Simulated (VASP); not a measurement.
# TaN (Fm-3m) in VASP: a series of runs, part 2 of 2

VASP 6.6.1. Earlier steps stand in the parts before.

**4. Vibrations by perturbation theory, LDA**

This run uses another cell than the first one, of 10.05 Å³/atom.

The input, INCAR:

```
SYSTEM = TaN
PREC = Accurate
ENCUT = 520
EDIFF = 1E-8
ISMEAR = -1
SIGMA = 0.15
LREAL = .False.
LASPH = .True.
NELM = 60
ALGO = Normal
ISIF = 2
LWAVE = .False.
LCHARG = .False.
NBANDS = 15
IBRION = 8
NSW = 1
```

The input, KPOINTS:

```
Automatic mesh
0
Gamma
  16 16 16
  0 0 0
```

The input, POSCAR:

```
TaN
1.0
    0.0000000000      2.1582168553      2.1582168553
    2.1582168553      0.0000000000      2.1582168553
    2.1582168553      2.1582168553      0.0000000000
Ta N
1 1
Direct
    0.5000000000      0.5000000000      0.5000000000
    0.0000000000      0.0000000000      0.0000000000
```

Potentials or basis: VASP PAW LDA potentials, release 64 (Ta_pv, N).

Launch:

```console
$ cat potpaw_LDA.64/Ta_pv/POTCAR potpaw_LDA.64/N/POTCAR > POTCAR
$ mpirun -np 1 vasp_std > vasp.out
```

OUTCAR:

```text
SYSTEM = TaN
   PREC = Accurate
   ENCUT = 520
   EDIFF = 1E-8
   ISMEAR = -1
   LREAL = .False.
   LASPH = .True.
   NELM = 60
   ISIF = 2
   IBRION = 8
   NSW = 1

 ion  position               nearest neighbor table
   1  0.500  0.500  0.500-   2 2.16   2 2.16   2 2.16   2 2.16   2 2.16   2 2.16
   2  0.000  0.000  0.000-   1 2.16   1 2.16   1 2.16   1 2.16   1 2.16   1 2.16

  LATTYP: Found a face centered cubic cell.
 ALAT       =     4.3164337106

  Lattice vectors:

 A1 = (   0.0000000000,   2.1582168553,   2.1582168553)
 A2 = (   2.1582168553,   0.0000000000,   2.1582168553)
 A3 = (   2.1582168553,   2.1582168553,   0.0000000000)

Analysis of symmetry for initial positions (statically):
=====================================================================
 Subroutine PRICEL returns:
 Original cell was already a primitive cell.

 Routine SETGRP: Setting up the symmetry group for a
 face centered cubic supercell.
[... 659 lines left out ...]

 INTERNAL STRAIN TENSOR  FOR ION    2  DIRECTION 1   (eV/Angst):
 -----------------------------------------------------------------------------
     0.03329 -0.00000  0.00000
    -0.00000 -0.01521 -0.00000
     0.00000 -0.00000 -0.01521

 INTERNAL STRAIN TENSOR FOR ION    2 for displacements in x,y,z  (eV/Angst):
          X           Y           Z          XY          YZ          ZX
  --------------------------------------------------------------------------------
  x     0.00000     0.00000     0.00000     0.00000     0.00000     0.00000
  y     0.00000     0.00000     0.00000     0.00000     0.00000     0.00000
  z     0.00000     0.00000     0.00000     0.00000     0.00000     0.00000

 SECOND DERIVATIVES (NOT SYMMETRIZED)
 ------------------------------------
               1X          1Y          1Z          2X          2Y          2Z
  1X    -9.985073    0.000000    0.000000    9.985073    0.000000    0.000000
  1Y     0.000000   -9.985073    0.000000    0.000000    9.985073    0.000000
  1Z     0.000000    0.000000   -9.985073    0.000000    0.000000    9.985073
  2X     9.980373    0.000000    0.000000   -9.980373    0.000000    0.000000
  2Y     0.000000    9.980373    0.000000    0.000000   -9.980373    0.000000
  2Z     0.000000    0.000000    9.980373    0.000000    0.000000   -9.980373

 Eigenvectors and eigenvalues of the dynamical matrix
 ----------------------------------------------------

   1 f  =   13.700473 THz    86.082608 2PiTHz  456.998576 cm-1    56.660577 meV
             X         Y         Z           dx          dy          dz
      2.158217  2.158217  2.158217     0.000000    0.268049    0.000000
      0.000000  0.000000  0.000000     0.000000   -0.963405    0.000000
[... 21 lines left out ...]
   6 f/i=    0.000833 THz     0.005233 2PiTHz    0.027779 cm-1     0.003444 meV
             X         Y         Z           dx          dy          dz
      2.158217  2.158217  2.158217     0.000000   -0.963405    0.000000
      0.000000  0.000000  0.000000     0.000000   -0.268049    0.000000

--------------------------------------------------------------------------------------------------------

 ELASTIC MODULI CONTR FROM IONIC RELAXATION (kBar)
 Direction    XX          YY          ZZ          XY          YZ          ZX
 --------------------------------------------------------------------------------
 XX           0.0000      0.0000      0.0000      0.0000      0.0000      0.0000
 YY           0.0000      0.0000      0.0000      0.0000      0.0000      0.0000
 ZZ           0.0000      0.0000      0.0000      0.0000      0.0000      0.0000
 XY           0.0000      0.0000      0.0000      0.0000      0.0000      0.0000
 YZ           0.0000      0.0000      0.0000      0.0000      0.0000      0.0000
 ZX           0.0000      0.0000      0.0000      0.0000      0.0000      0.0000
 --------------------------------------------------------------------------------
```

OSZICAR:

```text
N       E                     dE             d eps       ncg     rms          rms(c)
DAV:   1     0.877170600581E+02    0.87717E+02   -0.87321E+03  4350   0.113E+03
DAV:   2    -0.246571263739E+02   -0.11237E+03   -0.10581E+03  5386   0.300E+02
DAV:   3    -0.271833996184E+02   -0.25263E+01   -0.25115E+01  4973   0.414E+01
DAV:   4    -0.271918617613E+02   -0.84621E-02   -0.84574E-02  5492   0.260E+00
[... 39 lines left out ...]
RMM:   7    -0.231904132260E+00    0.84593E-05   -0.31775E-09 17636   0.132E-03    0.236E-04
RMM:   8    -0.231905903679E+00   -0.17714E-05   -0.10961E-08 19126   0.411E-04    0.543E-05
RMM:   9    -0.231905532531E+00    0.37115E-06    0.54443E-09 18612   0.126E-04    0.727E-06
RMM:  10    -0.231905424559E+00    0.10797E-06   -0.39802E-09 20149   0.361E-05    0.300E-06
RMM:  11    -0.231905421428E+00    0.31317E-08    0.56644E-10 18183   0.822E-06    0.969E-07
 Linear response finished
```

stdout:

```text
POSCAR found type information on POSCAR TaN
 POSCAR found :  2 types and       2 ions
 scaLAPACK will be used
 LDA part: xc-table for (Slater(with rela. corr.)+CA(PZ))
 , standard interpolation
 POSCAR, INCAR and KPOINTS ok, starting setup
 FFT: planning ... GRIDC
 FFT: planning ... GRID_SOFT
 FFT: planning ... GRID
 WAVECAR not read
 entering main loop
 Linear response reoptimize wavefunctions to high precision
 Linear response DOF=           2
 Linear response progress:
 first order change of Fermi-energy   0.33933E-03
 force on displaced ion       1 direction 1 :  -9.985   0.000   0.000
 Linear response progress:
 first order change of Fermi-energy  -0.62153E-04
 force on displaced ion       2 direction 1 :  -9.980   0.000   0.000
 Linear response finished
```

It took 5.6 min on 1 thread of Intel Xeon 8259CL, shared host; peak memory 0.37 GiB.

Results:

| Item | Value |
| --- | --- |
| Highest phonon frequency at Γ | 457 cm⁻¹ |

Phonon frequencies in cm⁻¹ (negative: imaginary):
```csv
q point,frequencies
"(0.000, 0.000, 0.000)",0 0 0 457 457 457
```

Caveat: the cell stands under pressure or tension, which shifts response properties; spin-orbit coupling is left out, which moves the levels of the heavy elements.

**5. Vibrations by perturbation theory, LDA**

This run uses another cell than the first one, of 10.31 Å³/atom.

The input, INCAR:

```
SYSTEM = TaN
  ALGO = Normal
  EDIFF = 1E-8
  ENCUT = 520
  GGA = CA
  IBRION = 8
  ISIF = 2
  ISMEAR = -1
  LASPH = .TRUE.
  LCHARG = .TRUE.
  LREAL = .FALSE.
  LWAVE = .FALSE.
  NELM = 100
  NSW = 1
  PREC = Accurate
  SIGMA = 0.15
```

The input, KPOINTS:

```
k-points
0
G
  16 16 16
  0 0 0
```

The input, POSCAR:

```
TaN
1.0
    0.0000000000      2.1766405805      2.1766405805
    2.1766405805      0.0000000000      2.1766405805
    2.1766405805      2.1766405805      0.0000000000
Ta N
1 1
Direct
    0.5000000000      0.5000000000      0.5000000000
    0.0000000000      0.0000000000      0.0000000000
```

Potentials or basis: VASP PAW LDA potentials, release 64 (Ta_pv, N).

Launch:

```console
$ cat potpaw_LDA.64/Ta_pv/POTCAR potpaw_LDA.64/N/POTCAR > POTCAR
$ mpirun -np 1 vasp_std > vasp.out
```

OUTCAR:

```text
SYSTEM = TaN
   EDIFF = 1E-8
   ENCUT = 520
   GGA = CA
   IBRION = 8
   ISIF = 2
   ISMEAR = -1
   LASPH = .TRUE.
   LREAL = .FALSE.
   NELM = 100
   NSW = 1
   PREC = Accurate

 ion  position               nearest neighbor table
   1  0.500  0.500  0.500-   2 2.18   2 2.18   2 2.18   2 2.18   2 2.18   2 2.18
   2  0.000  0.000  0.000-   1 2.18   1 2.18   1 2.18   1 2.18   1 2.18   1 2.18

  LATTYP: Found a face centered cubic cell.
 ALAT       =     4.3532811610

  Lattice vectors:

 A1 = (   0.0000000000,   2.1766405805,   2.1766405805)
 A2 = (   2.1766405805,   0.0000000000,   2.1766405805)
 A3 = (   2.1766405805,   2.1766405805,   0.0000000000)

Analysis of symmetry for initial positions (statically):
=====================================================================
 Subroutine PRICEL returns:
 Original cell was already a primitive cell.

 Routine SETGRP: Setting up the symmetry group for a
 face centered cubic supercell.

 Subroutine GETGRP returns: Found 48 space group operations
 (whereof 48 operations were pure point group operations)
 out of a pool of 48 trial point group operations.

The static configuration has the point symmetry O_h .

Analysis of symmetry for dynamics (positions and initial velocities):
=====================================================================
 Subroutine PRICEL returns:
 Original cell was already a primitive cell.

 Routine SETGRP: Setting up the symmetry group for a
 face centered cubic supercell.

 Subroutine GETGRP returns: Found 48 space group operations
 (whereof 48 operations were pure point group operations)
 out of a pool of 48 trial point group operations.

The dynamic configuration has the point symmetry O_h .

 Subroutine INISYM returns: Found 48 space group operations
 (whereof 48 operations are pure point group operations),
 and found     1 'primitive' translations

----------------------------------------------------------------------------------------

                                     Primitive cell

  volume of cell :      20.6248

  direct lattice vectors                    reciprocal lattice vectors
     0.000000000  2.176640580  2.176640580    -0.229711788  0.229711788  0.229711788
     2.176640580  0.000000000  2.176640580     0.229711788 -0.229711788  0.229711788
     2.176640580  2.176640580  0.000000000     0.229711788  0.229711788 -0.229711788

  length of vectors
     3.078234629  3.078234629  3.078234629     0.397872488  0.397872488  0.397872488

  position of ions in fractional coordinates (direct lattice)
     0.500000000  0.500000000  0.500000000
     0.000000000  0.000000000  0.000000000

  ion indices of the primitive-cell ions
   primitive index   ion index
[... 139 lines left out ...]
      8       7.5352      2.00000
      9       7.5352      2.00000
     10       7.5352      2.00000
     11       9.7588      0.95288
     12       9.7588      0.95287
[... 331 lines left out ...]
 k-point    24 :      -0.0625    0.0625    0.0000
  band No.  band energies     occupation
      1     -25.8422      2.00000
      2     -25.7708      2.00000
      3     -25.7476      2.00000
      4      -8.8367      2.00000
      5       4.6608      2.00000
      6       4.9499      2.00000
      7       5.3148      2.00000
      8       7.7161      2.00000
      9       7.9641      1.99999
     10       8.2769      1.99989
     11      10.2338      0.07383
     12      11.1134      0.00022

 [... further k-points ...]

------------------------ aborting loop because EDIFF is reached ----------------------------------------

  FORCE on cell =-STRESS in cart. coord.  units (eV):
  Direction    XX          YY          ZZ          XY          YZ          ZX
  --------------------------------------------------------------------------------------
  -------------------------------------------------------------------------------------
  Total        0.1349632      0.1349632      0.1349632      0.0000000      0.0000000      0.0000000
  in kB       10.4842133     10.4842133     10.4842133      0.0000000      0.0000000      0.0000000
  external PRESSURE =      10.4842133 kB  Pullay stress =       0.0000000 kB

 VOLUME and BASIS-vectors are now :
 -----------------------------------------------------------------------------
  energy-cutoff  :      520.00
  volume of cell :       20.62
      direct lattice vectors                 reciprocal lattice vectors
     0.000000000  2.176640580  2.176640580    -0.229711788  0.229711788  0.229711788
     2.176640580  0.000000000  2.176640580     0.229711788 -0.229711788  0.229711788
     2.176640580  2.176640580  0.000000000     0.229711788  0.229711788 -0.229711788

 POSITION                                       TOTAL-FORCE (eV/Angst)
 -----------------------------------------------------------------------------------
      2.17664      2.17664      2.17664         0.000000      0.000000     -0.000000
      0.00000      0.00000      0.00000        -0.000000     -0.000000      0.000000
 -----------------------------------------------------------------------------------
    total drift:                                0.000000     -0.000000     -0.000000

  FREE ENERGIE OF THE ION-ELECTRON SYSTEM (eV)
  ---------------------------------------------------
  free  energy   TOTEN  =       -24.1779459237 eV

  energy  without entropy=      -24.1179689116  energy(sigma->0) =      -24.14795742

[... ionic steps 2 to 3 ...]

--------------------------------------- Ionic step        4  -------------------------------------------

------------------------ aborting loop because EDIFF is reached ----------------------------------------

[... ionic steps 5 to 6 ...]

--------------------------------------- Ionic step        7  -------------------------------------------

 Free energy of the ion-electron system (eV)
  ---------------------------------------------------
  ---------------------------------------------------
  free energy    TOTEN  =        -0.23132044 eV

  energy without entropy =       -0.23132044

------------------------ aborting loop because EDIFF is reached ----------------------------------------

 INTERNAL STRAIN TENSOR  FOR ION    2  DIRECTION 1   (eV/Angst):
 -----------------------------------------------------------------------------
     0.04582 -0.00000  0.00000
     0.00000 -0.02117  0.00000
     0.00000  0.00000 -0.02117

 INTERNAL STRAIN TENSOR FOR ION    2 for displacements in x,y,z  (eV/Angst):
          X           Y           Z          XY          YZ          ZX
  --------------------------------------------------------------------------------
  x     0.00000     0.00000     0.00000     0.00000     0.00000     0.00000
  y     0.00000     0.00000     0.00000     0.00000     0.00000     0.00000
  z     0.00000     0.00000     0.00000     0.00000     0.00000     0.00000

 SECOND DERIVATIVES (NOT SYMMETRIZED)
 ------------------------------------
               1X          1Y          1Z          2X          2Y          2Z
  1X    -8.619683    0.000000    0.000000    8.619683    0.000000    0.000000
  1Y     0.000000   -8.619683    0.000000    0.000000    8.619683    0.000000
  1Z     0.000000    0.000000   -8.619683    0.000000    0.000000    8.619683
  2X     8.624976    0.000000    0.000000   -8.624976    0.000000    0.000000
  2Y     0.000000    8.624976    0.000000    0.000000   -8.624976    0.000000
  2Z     0.000000    0.000000    8.624976    0.000000    0.000000   -8.624976

 Eigenvectors and eigenvalues of the dynamical matrix
 ----------------------------------------------------

   1 f  =   12.735740 THz    80.021015 2PiTHz  424.818560 cm-1    52.670765 meV
             X         Y         Z           dx          dy          dz
      2.176641  2.176641  2.176641     0.000000    0.267914    0.000000
      0.000000  0.000000  0.000000     0.000000   -0.963443    0.000000
[... 21 lines left out ...]
   6 f/i=    0.001009 THz     0.006340 2PiTHz    0.033658 cm-1     0.004173 meV
             X         Y         Z           dx          dy          dz
      2.176641  2.176641  2.176641     0.000000    0.000000    0.963443
      0.000000  0.000000  0.000000     0.000000    0.000000    0.267914

--------------------------------------------------------------------------------------------------------

 ELASTIC MODULI CONTR FROM IONIC RELAXATION (kBar)
 Direction    XX          YY          ZZ          XY          YZ          ZX
 --------------------------------------------------------------------------------
 XX           0.0000      0.0000      0.0000      0.0000      0.0000      0.0000
 YY           0.0000      0.0000      0.0000      0.0000      0.0000      0.0000
 ZZ           0.0000      0.0000      0.0000      0.0000      0.0000      0.0000
 XY           0.0000      0.0000      0.0000      0.0000      0.0000      0.0000
 YZ           0.0000      0.0000      0.0000      0.0000      0.0000      0.0000
 ZX           0.0000      0.0000      0.0000      0.0000      0.0000      0.0000
 --------------------------------------------------------------------------------
```

stdout:

```text
POSCAR found type information on POSCAR TaN
 POSCAR found :  2 types and       2 ions
 scaLAPACK will be used
 LDA part: xc-table for (Slater(with rela. corr.)+CA(PZ))
 , standard interpolation
 POSCAR, INCAR and KPOINTS ok, starting setup
 FFT: planning ... GRIDC
 FFT: planning ... GRID_SOFT
 FFT: planning ... GRID
 WAVECAR not read
[... 19 lines left out ...]
|                                                                             |
 -----------------------------------------------------------------------------

 Linear response reoptimize wavefunctions to high precision
 Linear response DOF=           2
 Linear response progress:
 first order change of Fermi-energy   0.33673E-03
 force on displaced ion       1 direction 1 :  -8.620   0.000   0.000
 Linear response progress:
 first order change of Fermi-energy  -0.86380E-04
 force on displaced ion       2 direction 1 :  -8.625   0.000   0.000
 Linear response finished
```

It took 3.1 min on 1 thread of Intel Xeon Platinum 8259CL at 2.50GHz (Skylake/Cascade Lake), shared host; peak memory 0.34 GiB.

What came out:

* Highest phonon frequency at Γ: 425 cm⁻¹

Phonon frequencies in cm⁻¹ (negative: imaginary):
| q point | frequencies |
| --- | --- |
| (0.000, 0.000, 0.000) | 0 0 0 425 425 425 |

Caveat: the cell stands under pressure or tension, which shifts response properties; spin-orbit coupling is left out, which moves the levels of the heavy elements.
